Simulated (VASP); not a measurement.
The system is I.

```
I
1.0
     2.01500    2.01500    2.01500
    -2.01500    2.01500    2.01500
    -2.01500   -2.01500    2.01500
I
1
Direct
  0.00000 0.00000 0.00000
```

```yaml
Program: VASP 6.6.1
Task: relaxation of cell and atoms
Functional: PBE
Potentials_or_basis: VASP PAW PBE potentials, release 64 (I)
Cutoff: 600 eV
k_mesh: 9 × 9 × 9
Occupations: fermi-dirac, width 0.02 eV
Spin: no spin polarisation
```

At the start: pressure 3.0 GPa; volume 32.73 Å³/atom.

Problem. How do energy, volume and symmetry change on relaxing?

Solution. Over 3 steps the energy falls by 28.6 meV/atom and the volume is 36.16 Å³/atom (+10.5 %); space group Im-3m (No. 229, to 0.1 Å) before and after.

The path:
| step | energy change (eV) | largest force (eV/Å) | pressure (GPa) | volume (Å³) |
| --- | --- | --- | --- | --- |
| 1 | 0.0000 | 0.0000 | 2.97 | 32.73 |
| 2 | -0.0282 | 0.0000 | 0.29 | 35.69 |
| 3 | -0.0286 | 0.0000 | 0.00 | 36.16 |

Final structure:
```xyz
1
Lattice="2.0831 2.0831 2.0831 -2.0831 2.0831 2.0831 -2.0831 -2.0831 2.0831" Properties=species:S:1:pos:R:3 pbc="T T T"
I     0.0000    0.0000    0.0000
```

Caveat: an odd number of electrons without spin polarisation forces a metal; a magnetic or distorted state may lie lower.
